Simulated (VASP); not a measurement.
# GaAs (F-43m) in VASP: G0W0 quasiparticle levels with PBE

Aim: the G0W0 quasiparticle levels of GaAs with PBE.

Program: VASP 6.6.1. These are calculated values, not measurements. Logs are shortened: lines on timing, memory, paths and dates and some standing lists are left out, and cuts for length are marked.

### 1 The cell of the first run

It takes space group F-43m (No. 216, cubic). The conventional cell has a = 5.666 Å, b = 5.666 Å, c = 5.666 Å, α = 90.00°, β = 90.00°, γ = 90.00°. Ga (site symmetry -43m) has 4 As at 2.45 Å within 3.2 Å. As (site symmetry -43m) has 4 Ga at 2.45 Å within 3.2 Å.

### 2 G0W0 quasiparticle levels, PBE

Contents of POSCAR:

```
GaAs
1.0
    0.0000000000      2.8330831922      2.8330831922
    2.8330831922      0.0000000000      2.8330831922
    2.8330831922      2.8330831922      0.0000000000
Ga As
1 1
Direct
    0.0000000000      0.0000000000      0.0000000000
    0.2500000000      0.2500000000      0.2500000000
```

Contents of INCAR.step1:

```
ALGO = Normal ; EDIFF = 1E-8
ENCUT = 500 ; GGA = PE
ISMEAR = 0 ; LASPH = T
LCHARG = F ; LREAL = F
LWAVE = T ; NELM = 80
PREC = Accurate ; SIGMA = 0.01
```

Contents of INCAR.step2:

```
ALGO = Exact ; EDIFF = 1E-8
ENCUT = 500 ; GGA = PE
ISMEAR = 0 ; ISTART = 1
LASPH = T ; LCHARG = F
LOPTICS = T ; LREAL = F
LWAVE = T ; NBANDS = 144
NELM = 1 ; PREC = Accurate
SIGMA = 0.01
```

Contents of INCAR.step3:

```
ALGO = EVGW0 ; EDIFF = 1E-8
ENCUT = 500 ; ENCUTGW = 120.0
GGA = PE ; ISMEAR = 0
ISTART = 1 ; LASPH = T
LCHARG = F ; LREAL = F
LWAVE = F ; NBANDS = 144
NBANDSGW = 17 ; NELMGW = 1
NOMEGA = 96 ; OMEGAMAX = 20
PREC = Accurate ; PRECFOCK = Fast
SIGMA = 0.01
```

Contents of KPOINTS:

```
k-points
0
Gamma
  4 4 4
```

Potentials or basis: VASP PAW PBE potentials, release 64 (Ga_d_GW, As_GW).

Command:

```console
$ cat potpaw_PBE.64/Ga_d_GW/POTCAR potpaw_PBE.64/As_GW/POTCAR > POTCAR
$ cp INCAR.step1 INCAR
$ mpirun -np 1 vasp_std > vasp.out
$ cp INCAR.step2 INCAR
$ mpirun -np 1 vasp_std > vasp.out
$ cp INCAR.step3 INCAR
$ mpirun -np 1 vasp_std > vasp.out
```

OUTCAR:

```text
EDIFF = 1E-8
   ENCUT = 500
   ENCUTGW = 120.0
   GGA = PE
   ISMEAR = 0
   ISTART = 1
   LASPH = T
   LREAL = F
   NELMGW = 1
   PREC = Accurate
   PRECFOCK = Fast

 ion  position               nearest neighbor table
   1  0.000  0.000  0.000-   2 2.45   2 2.45   2 2.45   2 2.45
   2  0.250  0.250  0.250-   1 2.45   1 2.45   1 2.45   1 2.45

  LATTYP: Found a face centered cubic cell.
 ALAT       =     5.6661663844

  Lattice vectors:

 A1 = (   0.0000000000,   2.8330831922,   2.8330831922)
 A2 = (   2.8330831922,   0.0000000000,   2.8330831922)
 A3 = (   2.8330831922,   2.8330831922,   0.0000000000)

Analysis of symmetry for initial positions (statically):
=====================================================================
 Subroutine PRICEL returns:
 Original cell was already a primitive cell.

 Routine SETGRP: Setting up the symmetry group for a
 face centered cubic supercell.

 Subroutine GETGRP returns: Found 24 space group operations
 (whereof 24 operations were pure point group operations)
 out of a pool of 48 trial point group operations.

The static configuration has the point symmetry T_d .

Analysis of symmetry for dynamics (positions and initial velocities):
=====================================================================
 Subroutine PRICEL returns:
 Original cell was already a primitive cell.

 Routine SETGRP: Setting up the symmetry group for a
 face centered cubic supercell.

 Subroutine GETGRP returns: Found 24 space group operations
 (whereof 24 operations were pure point group operations)
 out of a pool of 48 trial point group operations.

The dynamic configuration has the point symmetry T_d .

 Subroutine INISYM returns: Found 24 space group operations
 (whereof 24 operations are pure point group operations),
 and found     1 'primitive' translations

----------------------------------------------------------------------------------------

                                     Primitive cell

[... 44 lines left out ...]

 Following reciprocal coordinates:
            Coordinates               Weight
  0.000000  0.000000  0.000000      1.000000
  0.250000  0.000000  0.000000      8.000000
  0.500000  0.000000  0.000000      4.000000
  0.250000  0.250000  0.000000      6.000000
  0.500000  0.250000  0.000000     24.000000
 -0.250000  0.250000  0.000000     12.000000
  0.500000  0.500000  0.000000      3.000000
 -0.250000  0.500000  0.250000      6.000000
   k-points           NKPTS =      8   k-points in BZ     NKDIM =     64   number of bands    NBANDS=    144
   number of dos      NEDOS =    301   number of ions     NIONS =      2
   total plane-waves  NPLWV =  27000
   dimension x,y,z NGX =    30 NGY =   30 NGZ =   30
   dimension x,y,z NGXF=    60 NGYF=   60 NGZF=   60
   ions per type =               1   1
   NGX,Y,Z   is equivalent  to a cutoff of  12.45, 12.45, 12.45 a.u.
   NGXF,Y,Z  is equivalent  to a cutoff of  24.90, 24.90, 24.90 a.u.
 SYSTEM =  unknown system
   PREC   = accura    normal or accurate (medium, high low for compatibility)
   ISTART =      1    job   : 0-new  1-cont  2-samecut
   ICHARG =      0    charge: 1-file 2-atom 10-const
   ISPIN  =      1    spin polarized calculation?
   LNONCOLLINEAR =      F non collinear calculations
   LSORBIT =      F    spin-orbit coupling
   LASPH  =      T    aspherical Exc in radial PAW
   ENCUT  =  500.0 eV  36.75 Ry    6.06 a.u.   7.30  7.30  7.30*2*pi/ulx,y,z
   NELM   =     60;   NELMIN=  2; NELMDL=  0     # of ELM steps
   EDIFF  = 0.1E-07   stopping-criterion for ELM
   LREAL  =      F    real-space projection
   EDIFFG = 0.1E-06   stopping-criterion for IOM
   NSW    =      0    number of steps for IOM
   IBRION =     -1    ionic relax: 0-MD 1-quasi-New 2-CG
   NFREE  =      0    steps in history (QN), initial steepest desc. (CG)
   ISIF   =      0    stress and relaxation
   ISYM   =      3    0-nonsym 1-usesym 2-fastsym
   POTIM  = 0.5000    time-step for ionic-motion
   TEBEG  =    0.0;   TEEND  =   0.0 temperature during run
   PSTRESS=    0.0 pullay stress
   NELECT =      18.0000    total number of electrons
   NUPDOWN=      -1.0000    fix difference up-down
   EMIN   =  10.00;   EMAX   =-10.00  energy-range for DOS
   EFERMI =   0.00;   METHOD = LEGACY
   ISMEAR =     0;   SIGMA  =   0.01  broadening in eV -4-tet -1-fermi 0-gaus
   EFERMI_NEDOS =   21; number of points for ismear=-14 and -15
   IALGO  =     38    algorithm
   IMIX   =      4    mixing-type and parameters
     AMIX     =   0.40;   BMIX     =  1.00
     AMIX_MAG =   1.60;   BMIX_MAG =  1.00
  volume/ion in A,a.u.               =      22.74       153.45
  Fermi-wavevector in a.u.,A,eV,Ry     =   1.201978  2.271408 19.657016  1.444750
  Thomas-Fermi vector in A             =   2.337772
   LORBIT       =      0    0 simple, 1 ext, 2 COOP (PROOUT), +10 PAW based schemes
   GGA     = PE    functional components
   LHFCALC =     T    Hartree Fock is set to
   PRECFOCK=fast      Normal, Fast or Accurate (Low or Medium for compatibility)
   ENCUT4O =  -1.0   cutoff for four orbital integrals eV
   NKREDX  =     1    reduce k-point grid by
   NKREDY  =     1    reduce k-point grid by
   NKREDZ  =     1    reduce k-point grid by
   AEXX    =    1.0000 exact exchange contribution
   HFSCREEN=    0.0000 screening length (either q_TF or 0.3 A-1)
   HFSCREENC=   0.0000 screening length for correlation (either q_TF or 0.3 A-1)
   ENCUTFOCK=  -1.0 apply spherical cutoff to Coloumb kernel
   IVDW    =     0    specifies the selected vdW correction
   LEPSILON=     F    determine dielectric tensor
   LRPA    =     F    only Hartree local field effects (RPA)
   LRPAFORCE           =     F    calculate RPA forces
   ENCUTGW             = 120.0    cutoff for response function in eV
   ENCUTGWSOFT         =  96.0    soft cutoff for Coulomb kernel in GW response function in eV
   ENCUTLF             =  -1.0    cutoff for local field effects
   NELMGW              =     1    number of iterations in solving QP/BSE equation
   NELMHF              =     1    number of iterations in the inner HF iteration
   NKREDLFX            =     1    NKREDLFY  =   1   NKREDLFZ  =   1
 non-spin polarized calculation
 Gauss-broadening in eV      SIGMA  =   0.01
  energy-cutoff  :      500.00
  volume of cell :       45.48
 maximum number of plane-waves:      1174
 NGX is ok and might be reduce to    30
  NGX = 18; NGY = 18; NGZ = 18
   NGX = 15   NGY = 15   NGZ = 15
 maximum number of plane-waves:       144
 NGX is ok and might be reduce to    18

 QP shifts <psi_nk| G(iteration)W_0 |psi_nk>: iteration 1
 for sc-GW calculations column KS-energies equals QP-energies in previous step
 and V_xc(KS)=  KS-energies - (<T + V_ion + V_H > + <T+V_H+V_ion>^1  + <V_x>^1)

 k-point   1 :       0.0000    0.0000    0.0000
  band No.  KS-energies  QP-energies   sigma(KS)   V_xc(KS)     V^pw_x(r,r')   Z            occupation Imag(sigma)

      1     -11.0128     -13.4271     -25.3244     -21.7135     -35.0689       0.6686       2.0000       0.1992
      2     -11.0128     -13.4271     -25.3244     -21.7135     -35.0689       0.6686       2.0000       0.1992
      3     -11.0128     -13.4271     -25.3244     -21.7135     -35.0689       0.6686       2.0000       0.1992
      4     -10.9368     -13.3773     -25.4498     -21.8123     -35.1674       0.6709       2.0000       0.1704
      5     -10.9368     -13.3773     -25.4498     -21.8123     -35.1674       0.6709       2.0000       0.1704
      6      -8.8466      -9.1756     -11.6635     -11.1257     -18.0789       0.6117       2.0000       0.8620
[... 143 lines left out ...]
      3     -10.9696     -13.3981     -25.4084     -21.7885     -35.1609       0.6709       2.0000       0.1927
      4     -10.9472     -13.3858     -25.4265     -21.7933     -35.1477       0.6712       2.0000       0.1722
      5     -10.9327     -13.3722     -25.4483     -21.8166     -35.1745       0.6717       2.0000       0.1700
      6      -6.3037      -6.6558     -12.9523     -12.4411     -18.5787       0.6887       2.0000       0.6625
[... 9 lines left out ...]
     16      17.0679      16.9954      -9.5674      -9.4699      -3.3931       0.7430       0.0000      -0.6098
     17      17.4175      17.4238      -9.9711      -9.9797      -3.5746       0.7261       0.0000      -0.6143
```

OUTCAR.step1:

```text
EDIFF = 1E-8
   ENCUT = 500
   GGA = PE
   ISMEAR = 0
   LASPH = T
[... 330 lines left out ...]
 -----------------------------------------------------------------------------------
      0.00000      0.00000      0.00000        -0.000000      0.000000     -0.000000
      1.41654      1.41654      1.41654         0.000000     -0.000000      0.000000
 -----------------------------------------------------------------------------------
    total drift:                                0.000001      0.000001      0.000001

  FREE ENERGIE OF THE ION-ELECTRON SYSTEM (eV)
  ---------------------------------------------------
  free  energy   TOTEN  =        -8.0722110850 eV

  energy  without entropy=       -8.0722110850  energy(sigma->0) =       -8.07221108
```

Run time: 5.2 min. Hardware: 1 thread of Intel Xeon 6975P-C (Granite Rapids), shared host; peak memory 0.45 GiB.

What came out:

| Quantity | Value |
| --- | --- |
| Quasiparticle gap | 1.34 eV |
| Least direct quasiparticle gap | 1.34 eV |
| Band gap of the starting levels on the mesh | 0.45 eV |
| Least direct gap of the starting levels on the mesh | 0.45 eV |

Caveat: the k points lie up to 0.48 Å⁻¹ apart; bands, screening cutoff and mesh are small and nothing is extrapolated, so the quasiparticle values aren't converged.
